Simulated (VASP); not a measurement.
Crystal: Te.

```
Te
1.0
     2.33625    1.34883    1.71321
    -2.33625    1.34883    1.71321
     0.00000   -2.69767    1.71321
Te
1
Direct
  0.50000 0.50000 0.50000
```

Base run:

| Quantity | Value |
| --- | --- |
| Program | VASP 6.6.1 |
| Functional | r2SCAN |
| Potentials or basis | VASP PAW PBE potentials, release 64 (Te) |
| Cutoff | 520 eV |
| k mesh | 9 × 9 × 9 |
| Occupations | fermi-dirac, width 0.05 eV |
| Spin | no spin polarisation |

Its results: band gap on the k mesh zero (band 3 reaches 8.84 eV, above the bottom of band 4 at 3.86 eV); pressure -0.2 GPa.

Task: The run is repeated on the same cell with these changes: functional from r2SCAN to LDA; potentials or basis from VASP PAW PBE potentials, release 64 (Te) to VASP PAW LDA potentials, release 64 (Te). What comes out?

Result: Band gap on the k mesh zero (band 3 reaches 8.67 eV, above the bottom of band 4 at 4.05 eV); pressure -3.0 GPa.

Caveats: spin-orbit coupling is left out, which moves the levels of the heavy elements; the PAW data sets were made with another functional, which shifts forces and pressure a little (some runs).
